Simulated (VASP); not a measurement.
# N in VASP: notebook

The runs below take N through single point, with PBE, HSE06, PBE0.

Everything below comes from runs of VASP 6.6.1. Logs are shortened: lines on timing, memory, paths and dates and some standing lists are left out, and cuts for length are marked.

## Step 1: The cell of the first run

The cell holds a atom, 1 atom: a = 14.000 Å, b = 14.400 Å, c = 14.800 Å, α = 90.00°, β = 90.00°, γ = 90.00°.

## Step 2: Single point, PBE, collinear spin, ferromagnetic start

File INCAR:

```
PREC = Accurate
ENCUT = 520
EDIFF = 1E-6
ISMEAR = -1
SIGMA = 0.01
LREAL = False
LASPH = True
NELM = 150
ALGO = Normal
ISIF = 2
LWAVE = False
LCHARG = False
ISPIN = 2
MAGMOM = 3
LORBIT = 11
GGA = PE
NBANDS = 12
ISYM = 0
```

File KPOINTS:

```
regular mesh
0
Gamma
  1 1 1
```

File POSCAR:

```
N
1.0
   14.0000000000      0.0000000000      0.0000000000
    0.0000000000     14.4000000000      0.0000000000
    0.0000000000      0.0000000000     14.8000000000
N
1
Direct
    0.5000000000      0.5000000000      0.5000000000
```

Potentials or basis: VASP PAW PBE potentials, release 64 (N).

Command:

```bash
cat potpaw_PBE.64/N/POTCAR > POTCAR
mpirun -np 1 vasp_gam > vasp.out
```

OUTCAR:

```text
PREC = Accurate
   ENCUT = 520
   EDIFF = 1E-6
   ISMEAR = -1
   LREAL = False
   LASPH = True
   NELM = 150
   ISIF = 2
   ISPIN = 2
   LORBIT = 11
   GGA = PE
   ISYM = 0

 ion  position               nearest neighbor table
   1  0.500  0.500  0.500-

IMPORTANT INFORMATION: All symmetrisations will be switched off!
NOSYMM: (Re-)initialisation of all symmetry stuff for point group C_1.

----------------------------------------------------------------------------------------

                                     Primitive cell

  volume of cell :    2983.6800

  direct lattice vectors                    reciprocal lattice vectors
    14.000000000  0.000000000  0.000000000     0.071428571  0.000000000  0.000000000
     0.000000000 14.400000000  0.000000000     0.000000000  0.069444444  0.000000000
     0.000000000  0.000000000 14.800000000     0.000000000  0.000000000  0.067567568

  length of vectors
    14.000000000 14.400000000 14.800000000     0.071428571  0.069444444  0.067567568

  position of ions in fractional coordinates (direct lattice)
     0.500000000  0.500000000  0.500000000

  ion indices of the primitive-cell ions
   primitive index   ion index
                 1           1

----------------------------------------------------------------------------------------

 KPOINTS: regular mesh

Automatic generation of k-mesh.
 Grid dimensions read from file:
 generate k-points for:    1    1    1

 Generating k-lattice:

  Cartesian coordinates                     Fractional coordinates (reciprocal lattice)
     0.071428571  0.000000000  0.000000000     1.000000000  0.000000000  0.000000000
     0.000000000  0.069444444  0.000000000     0.000000000  1.000000000  0.000000000
     0.000000000  0.000000000  0.067567568     0.000000000  0.000000000  1.000000000

  Length of vectors
     0.071428571  0.069444444  0.067567568

  Shift w.r.t. Gamma in fractional coordinates (k-lattice)
     0.000000000  0.000000000  0.000000000

 Subroutine IBZKPT returns following result:
 ===========================================

 Found      1 irreducible k-points:

 Following reciprocal coordinates:
            Coordinates               Weight
  0.000000  0.000000  0.000000      1.000000
   k-points           NKPTS =      1   k-points in BZ     NKDIM =      1   number of bands    NBANDS=     12
   number of dos      NEDOS =    301   number of ions     NIONS =      1
   total plane-waves  NPLWV = ******
   dimension x,y,z NGX =   108 NGY =  108 NGZ =  112
   dimension x,y,z NGXF=   216 NGYF=  216 NGZF=  224
   ions per type =               1
   NGX,Y,Z   is equivalent  to a cutoff of  12.82, 12.47, 12.58 a.u.
   NGXF,Y,Z  is equivalent  to a cutoff of  25.65, 24.94, 25.16 a.u.
 SYSTEM =  unknown system
   PREC   = accura    normal or accurate (medium, high low for compatibility)
   ISTART =      0    job   : 0-new  1-cont  2-samecut
   ICHARG =      2    charge: 1-file 2-atom 10-const
   ISPIN  =      2    spin polarized calculation?
   LNONCOLLINEAR =      F non collinear calculations
   LSORBIT =      F    spin-orbit coupling
   LASPH  =      T    aspherical Exc in radial PAW
   ENCUT  =  520.0 eV  38.22 Ry    6.18 a.u.  26.03 26.77 27.52*2*pi/ulx,y,z
   NELM   =    150;   NELMIN=  2; NELMDL= -5     # of ELM steps
   EDIFF  = 0.1E-05   stopping-criterion for ELM
   LREAL  =      F    real-space projection
   EDIFFG = 0.1E-04   stopping-criterion for IOM
   NSW    =      0    number of steps for IOM
   IBRION =     -1    ionic relax: 0-MD 1-quasi-New 2-CG
   NFREE  =      0    steps in history (QN), initial steepest desc. (CG)
   ISIF   =      2    stress and relaxation
   ISYM   =      0    0-nonsym 1-usesym 2-fastsym
   POTIM  = 0.5000    time-step for ionic-motion
   TEBEG  =    0.0;   TEEND  =   0.0 temperature during run
   PSTRESS=    0.0 pullay stress
   NELECT =       5.0000    total number of electrons
   NUPDOWN=      -1.0000    fix difference up-down
   EMIN   =  10.00;   EMAX   =-10.00  energy-range for DOS
   EFERMI =   0.00;   METHOD = LEGACY
   ISMEAR =    -1;   SIGMA  =   0.01  broadening in eV -4-tet -1-fermi 0-gaus
   EFERMI_NEDOS =   21; number of points for ismear=-14 and -15
   IALGO  =     38    algorithm
   IMIX   =      4    mixing-type and parameters
     AMIX     =   0.40;   BMIX     =  1.00
     AMIX_MAG =   1.60;   BMIX_MAG =  1.00
  volume/ion in A,a.u.               =    2983.68     20134.87
  Fermi-wavevector in a.u.,A,eV,Ry     =   0.194453  0.367462  0.514462  0.037812
  Thomas-Fermi vector in A             =   0.940288
   LORBIT       =     11    0 simple, 1 ext, 2 COOP (PROOUT), +10 PAW based schemes
   GGA     = PE    functional components
   LHFCALC =     F    Hartree Fock is set to
   AEXX    =    0.0000 exact exchange contribution
   IVDW    =     0    specifies the selected vdW correction
   LEPSILON=     F    determine dielectric tensor
   LRPA    =     F    only Hartree local field effects (RPA)
 spin polarized calculation
  energy-cutoff  :      520.00
  volume of cell :     2983.68
 maximum number of plane-waves:     40220
 NGX is ok and might be reduce to   108
   NGX = 53   NGY = 53   NGZ = 55

 number of electron       4.9999999 magnetization       2.9999997

 Free energy of the ion-electron system (eV)
  ---------------------------------------------------
  ext. energy  EPLUGINS =         0.00000000
  ---------------------------------------------------
  free energy    TOTEN  =        -3.12398671 eV

  energy without entropy =       -3.12398671  energy(sigma->0) =       -3.12398671

 E-fermi :  -7.9905     XC(G=0):  -0.1609

 val. band max:       -8.2688914618   @ k =   0.0000   0.0000   0.0000
 cond. band min:      -4.1008240446   @ k =   0.0000   0.0000   0.0000
 fundamental gap:      4.1680674172
 Fermi energy:        -7.9905430795

 spin component 1

 k-point     1 :       0.0000    0.0000    0.0000
  band No.  band energies     occupation
      1     -19.8507      1.00000
      2      -8.2689      1.00000
      3      -8.2689      1.00000
      4      -8.2689      1.00000
      5      -0.3287      0.00000
      6       0.2946      0.00000
      7       0.5271      0.00000
      8       0.5565      0.00000
      9       0.5886      0.00000
     10       0.6757      0.00000
     11       0.7232      0.00000
     12       1.1543      0.00000
 Fermi energy:        -7.9905430795

 spin component 2

 k-point     1 :       0.0000    0.0000    0.0000
  band No.  band energies     occupation
      1     -15.2736      1.00000
      2      -4.1008      0.00000
      3      -4.1008      0.00000
      4      -4.1008      0.00000
      5      -0.0347      0.00000
      6       0.6124      0.00000
      7       0.6764      0.00000
      8       0.7038      0.00000
      9       0.7135      0.00000
     10       0.7541      0.00000
     11       0.7553      0.00000
     12       1.3700      0.00000

------------------------ aborting loop because EDIFF is reached ----------------------------------------

  FORCE on cell =-STRESS in cart. coord.  units (eV):
  Direction    XX          YY          ZZ          XY          YZ          ZX
  --------------------------------------------------------------------------------------
  -------------------------------------------------------------------------------------
  Total       -0.0167250     -0.0162462     -0.0163676     -0.0000000     -0.0000003      0.0000000
  in kB       -0.0089810     -0.0087239     -0.0087891     -0.0000000     -0.0000001      0.0000000
  external PRESSURE =      -0.0088313 kB  Pullay stress =       0.0000000 kB

 VOLUME and BASIS-vectors are now :
 -----------------------------------------------------------------------------
  energy-cutoff  :      520.00
  volume of cell :     2983.68
      direct lattice vectors                 reciprocal lattice vectors
    14.000000000  0.000000000  0.000000000     0.071428571  0.000000000  0.000000000
     0.000000000 14.400000000  0.000000000     0.000000000  0.069444444  0.000000000
     0.000000000  0.000000000 14.800000000     0.000000000  0.000000000  0.067567568

 POSITION                                       TOTAL-FORCE (eV/Angst)
 -----------------------------------------------------------------------------------
      7.00000      7.20000      7.40000         0.000001     -0.000000     -0.000000
 -----------------------------------------------------------------------------------
    total drift:                                0.000001     -0.000000     -0.000000

  FREE ENERGIE OF THE ION-ELECTRON SYSTEM (eV)
  ---------------------------------------------------
  free  energy   TOTEN  =        -3.1239867121 eV

  energy  without entropy=       -3.1239867121  energy(sigma->0) =       -3.12398671

 total charge

# of ion       s       p       d       tot
------------------------------------------
    1        1.364   1.907   0.000   3.271

 magnetization (x)

# of ion       s       p       d       tot
------------------------------------------
    1        0.039   1.907   0.000   1.946
```

Run time: 7.5 min. Hardware: 1 thread of AMD EPYC 7R13 (Zen 3), shared host; peak memory 2.7 GiB.

What came out:

```yaml
Free_energy: -3.1240 eV
Pressure: 0.0 GPa
Band_gap_on_the_k_mesh: 4.17 eV
Net_moment: 3.00 μB per cell
Site_moments: N +1.95 μB
Valence_electrons_inside_the_program's_atomic_spheres: N 3.27
```

Levels at points of the mesh, in eV from the valence-band top:
Spin up:
| k point | band 1 | band 2 | band 3 | band 4 | band 5 | band 6 | band 7 | band 8 | band 9 |
| --- | --- | --- | --- | --- | --- | --- | --- | --- | --- |
| (0.00, 0.00, 0.00) | -11.58 | 0.00 | 0.00 | 0.00 | 7.94 | 8.56 | 8.80 | 8.83 | 8.86 |
Spin down:
```
           k point  band 1  band 2  band 3  band 4  band 5  band 6
(0.00, 0.00, 0.00)   -7.00    4.17    4.17    4.17    8.23    8.88
```

## Step 3: Single point, HSE06, collinear spin, ferromagnetic start

POSCAR is that of step 2.

File INCAR.step1:

```
SYSTEM = N
PREC = Accurate
ENCUT = 520
EDIFF = 1E-5
ISMEAR = -1
SIGMA = 0.01
LREAL = .FALSE.
LASPH = .TRUE.
NELM = 150
ALGO = Normal
ISIF = 2
LWAVE = .TRUE.
LCHARG = .FALSE.
ISPIN = 2
MAGMOM = 3
LORBIT = 11
GGA = PE
ISYM = 0
NBANDS = 12
```

File INCAR.step2:

```
SYSTEM = N
PREC = Accurate
ENCUT = 520
EDIFF = 1E-6
ISMEAR = -1
SIGMA = 0.01
LREAL = .FALSE.
LASPH = .TRUE.
NELM = 150
ALGO = Normal
ISIF = 2
LWAVE = .FALSE.
LCHARG = .FALSE.
ISPIN = 2
MAGMOM = 3
LORBIT = 11
GGA = PE
LHFCALC = .TRUE.
HFSCREEN = 0.2079
PRECFOCK = Normal
ISTART = 1
ISYM = 0
NBANDS = 12
```

File KPOINTS:

```
regular mesh
0
G
  1 1 1
  0 0 0
```

Potentials or basis: VASP PAW PBE potentials, release 64 (N).

Command:

```bash
cat potpaw_PBE.64/N/POTCAR > POTCAR
cp INCAR.step1 INCAR
mpirun -np 1 vasp_gam > vasp.out
cp INCAR.step2 INCAR
mpirun -np 1 vasp_gam > vasp.out
```

Wall time 10 min (1 thread of AMD EPYC 7R13 (Zen 3), shared host); peak memory 2.8 GiB.

It converged, with:

```
Free energy                                           : -5.4431 eV
Pressure                                              : 0.0 GPa
Band gap on the k mesh                                : 7.05 eV
Net moment                                            : 3.00 μB per cell
Site moments                                          : N +1.96 μB
Valence electrons inside the program's atomic spheres : N 3.29
```

Levels at points of the mesh, in eV from the valence-band top:
Spin up:
```tsv
k point	band 1	band 2	band 3	band 4	band 5	band 6	band 7	band 8
(0.00, 0.00, 0.00)	-12.73	0.00	0.00	0.00	9.48	10.08	10.23	10.26
```
Spin down:
| k point | band 1 | band 2 | band 3 | band 4 | band 5 | band 6 |
| --- | --- | --- | --- | --- | --- | --- |
| (0.00, 0.00, 0.00) | -6.63 | 7.05 | 7.05 | 7.05 | 9.64 | 10.33 |

Caveat: the PAW data sets were made with another functional, which shifts forces and pressure a little.

## Step 4: Single point, PBE0, collinear spin, ferromagnetic start

POSCAR is that of step 3.

File INCAR.step1:

```
SYSTEM = N
  PREC = Accurate
  ENCUT = 520
  EDIFF = 1E-5
  ISMEAR = -1
  SIGMA = 0.01
  LREAL = .FALSE.
  LASPH = .TRUE.
  NELM = 150
  ALGO = Normal
  ISIF = 2
  LWAVE = .TRUE.
  ISPIN = 2
  MAGMOM = 3
  LORBIT = 11
  NBANDS = 12
  GGA = PE
  ISYM = 0
```

File INCAR.step2:

```
SYSTEM = N
  PREC = Accurate
  ENCUT = 520
  EDIFF = 1E-6
  ISMEAR = -1
  SIGMA = 0.01
  LREAL = .FALSE.
  LASPH = .TRUE.
  NELM = 150
  ALGO = Normal
  ISIF = 2
  LWAVE = .FALSE.
  LCHARG = .TRUE.
  ISPIN = 2
  MAGMOM = 3
  LORBIT = 11
  GGA = PE
  LHFCALC = .TRUE.
  AEXX = 0.25
  PRECFOCK = Normal
  LELF = .TRUE.
  LVHAR = .TRUE.
  NBANDS = 12
  ISTART = 1
  ISYM = 0
```

File KPOINTS:

```
Automatic mesh
0
G
  1 1 1
  0 0 0
```

Command:

```bash
cat potpaw_PBE.64/N/POTCAR > POTCAR
cp INCAR.step1 INCAR
mpirun -np 1 vasp_gam > vasp.out
cp INCAR.step2 INCAR
mpirun -np 1 vasp_gam > vasp.out
```

Run time: 11 min. Hardware: 1 thread of AMD EPYC 7R13 (Zen 3), shared host; peak memory 2.7 GiB.

The run converged. Its results:

```yaml
Free_energy: -6.0649 eV
Pressure: 0.0 GPa
Band_gap_on_the_k_mesh: 7.87 eV
Net_moment: 3.00 μB per cell
Site_moments: N +1.96 μB
Valence_electrons_inside_the_program's_atomic_spheres: N 3.29
```

Levels at points of the mesh, in eV from the valence-band top:
Spin up:
```tsv
k point	band 1	band 2	band 3	band 4	band 5	band 6	band 7	band 8
(0.00, 0.00, 0.00)	-12.73	0.00	0.00	0.00	10.00	10.62	10.72	10.76
```
Spin down:
```tsv
k point	band 1	band 2	band 3	band 4	band 5
(0.00, 0.00, 0.00)	-6.63	7.87	7.87	7.87	10.11
```

Caveat: the PAW data sets were made with another functional, which shifts forces and pressure a little.

## Step 5: Overview

| level | grid for exact exchange (PRECFOCK) | screening parameter | gap on the mesh (eV) | pressure (GPa) | moment (μB) |
| --- | --- | --- | --- | --- | --- |
| PBE | - | - | 4.17 | 0.0 | 3.00 |
| HSE06 | Normal | 0.2079 1/Å | 7.05 | 0.0 | 3.00 |
| PBE0 | Normal | - | 7.87 | 0.0 | 3.00 |

Alike in all rows: task single point; potentials or basis VASP PAW PBE potentials, release 64 (N); spin collinear, ferromagnetic start; cell as given; k mesh 1 × 1 × 1; cutoff (eV) 520; smearing fermi-dirac 0.01 eV.

On the cell as given the gap runs from 4.17 eV (PBE) to 7.87 eV (PBE0).

Caveats: the PAW data sets were made with another functional, which shifts forces and pressure a little (some runs).

Absolute energies hang on the potentials; compare differences alone.
